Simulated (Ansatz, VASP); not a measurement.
## Two plane-wave programs on As

```
As
1.0
     6.22242    0.00000    0.00000
     0.00000    5.25033    0.00000
     0.00000    0.00000    5.24252
As
6
Direct
  0.30644 0.00054 0.98446
  0.30644 0.49946 0.48446
  0.69356 0.50054 0.48446
  0.69356 0.99946 0.98446
  0.50000 0.00000 0.54871
  0.50000 0.50000 0.04871
```

Alike in both runs: functional PBE; k mesh 4 × 4 × 4; occupations gaussian, width 0.1 eV; no spin polarisation.

Ansatz relaxed the structure, and its values are those at the end. VASP's run is a single point on that final structure, the one shown.

|  | VASP | Ansatz |
| --- | --- | --- |
| version | VASP 6.6.1 | Ansatz 0.2.0 |
| potentials or method | VASP PAW PBE potentials, release 64 (As), cutoff 520 eV | scalar-relativistic, plane waves, PAW |
| valence electrons in the cell | 30 | 90 |

Ansatz gave:

| Property | Result |
| --- | --- |
| gap on the k mesh at the Fermi level (eV) | none |
| pressure (GPa) | -0.2 |
| rms of the force components (eV/Å) | 0.003 |

Estimate VASP's values.

gap on the k mesh at the Fermi level (eV): none; pressure (GPa): 0.0; rms of the force components (eV/Å): 0.037.

A gap of «none» marks a metal or a gap that the smearing closes. The functional is the same, so the differences come from potentials, cutoffs and numerics. VASP's potentials hold 30 valence electrons a cell and Ansatz's 90, so a difference there can come from the potentials and not from the codes.
